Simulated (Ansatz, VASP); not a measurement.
## Two plane-wave programs on LiCl

POSCAR

```
LiCl
1.0
    0.0000000000      2.7330425439      2.7330425439
    2.7330425439      0.0000000000      2.7330425439
    2.7330425439      2.7330425439      0.0000000000
Li Cl
1 1
Direct
    0.0000000000      0.0000000000      0.0000000000
    0.2500000000      0.2500000000      0.2500000000
```

Contents of INCAR.step1:

```
PREC     = Accurate       # precision mode
ENCUT    = 520            # plane-wave cutoff, eV
EDIFF    = 1E-5           # SCF threshold, eV
ISMEAR   = 0              # smearing method
SIGMA    = 0.01           # smearing width, eV
LREAL    = False          # projectors in reciprocal space
LASPH    = True           # aspherical terms in the spheres
NELM     = 100            # most SCF steps
ALGO     = Normal         # electronic algorithm
ISIF     = 2              # what is computed and relaxed
LWAVE    = True           # write WAVECAR
LCHARG   = False          # write CHGCAR
NBANDS   = 12             # bands
GGA      = PE             # functional
```

File INCAR.step2:

```
PREC     = Accurate       # precision mode
ENCUT    = 520            # plane-wave cutoff, eV
EDIFF    = 1E-7           # SCF threshold, eV
ISMEAR   = 0              # smearing method
SIGMA    = 0.01           # smearing width, eV
LREAL    = False          # projectors in reciprocal space
LASPH    = True           # aspherical terms in the spheres
NELM     = 100            # most SCF steps
ALGO     = Normal         # electronic algorithm
ISIF     = 2              # what is computed and relaxed
LWAVE    = False          # write WAVECAR
LCHARG   = False          # write CHGCAR
GGA      = PE             # functional
LHFCALC  = True           # exact exchange
AEXX     = 0.5            # exact-exchange fraction
HFSCREEN = 0.2078         # screening, 1/A
PRECFOCK = Normal       
NBANDS   = 12             # bands
ISTART   = 1
```

KPOINTS

```
regular mesh
0
Gamma
  4 4 4
```

Input for Ansatz:

```yaml
crystal:
  lattice:
    - [0.0, 2.7330425439, 2.7330425439]
    - [2.7330425439, 0.0, 2.7330425439]
    - [2.7330425439, 2.7330425439, 0.0]
  atoms:
    - { symbol: Li, position: [0.0, 0.0, 0.0] }
    - { symbol: Cl, position: [0.25, 0.25, 0.25] }
kpoints:
  mp_grid: { grid: [4, 4, 4] }
hamiltonian:
  xc:
    exchange: pbe
    correlation: pbe
    exx: { coeff: 0.5, omega: 0.2078 }
scf:
  occupations: { method: fixed }
  n_extra_bands: 4
output:
  forces: true
  stress: true
  eigenvalues: true
```

Alike in both runs: task single point; functional PBE-based screened hybrid with a share of 0.5 of exact exchange and HFSCREEN = 0.2078; k mesh 4 × 4 × 4; no spin polarisation.

```csv
,VASP,Ansatz
version,VASP 6.6.1,Ansatz 0.2.0
potentials or method,"VASP PAW PBE potentials, release 64 (Li_sv, Cl)",plane waves
plane-wave cutoff (eV),520,420
occupations,"gaussian, width 0.01 eV",fixed
valence electrons in the cell,10,10
```

|  | VASP | Ansatz | Ansatz less VASP |
| --- | --- | --- | --- |
| gap on the k mesh at the Fermi level (eV) | 8.74 | 8.75 | +0.009 |

VASP's potentials were made for PBE, not for PBE-based screened hybrid. Ansatz's warnings: stress exchange threshold loose, stress scf threshold loose.

The k mesh is coarse, so the values compare programs but aren't converged. Noted on VASP's run: the cutoff is under 1.25 times that of the potentials, so the pressure is a little rough.
